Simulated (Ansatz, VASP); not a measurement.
**Two plane-wave programs on GaSb**

```
Ga Sb
1.0
    -1.59792    2.67988    2.99925
     1.59792   -2.67988    2.99925
     1.59792    2.67988   -2.99925
Ga Sb
1 1
Cartesian
  0.0000 0.0000 0.0000
  0.0000 0.0000 2.9992
```

Change from the starting cell: volume 25.687 Å^3 an atom, stretch along a over the lengths across it, relative to the relaxed cell 0.9480.

Alike in both runs: task single point; functional LDA; k mesh 18 × 18 × 18; occupations gaussian, width 0.15 eV; no spin polarisation.

|  | VASP | Ansatz |
| --- | --- | --- |
| version | VASP 6.6.1 | Ansatz 0.2.0 |
| potentials or method | VASP PAW LDA potentials, release 64 (Ga_d, Sb), cutoff 520 eV | scalar-relativistic, plane waves, PAW |
| valence electrons in the cell | 18 | 28 |

|  | VASP | Ansatz | Ansatz less VASP |
| --- | --- | --- | --- |
| gap on the k mesh at the Fermi level (eV) | none | none | - |
| pressure (GPa) | -6.8 | -6.8 | +0.05 |
| traceless stress, the component that is largest in VASP (GPa) | -1.47 | -1.44 | +0.022 |

Ansatz warns that its potentials were made for another functional, while VASP's fit it. LDA's correlation is that of Perdew and Zunger in VASP and of Perdew and Wang (1992) in Ansatz. A gap of «none» marks a metal or a gap that the smearing closes. VASP's potentials hold 18 valence electrons a cell and Ansatz's 28, so a difference there can come from the potentials and not from the codes.

Spin-orbit coupling is off throughout.
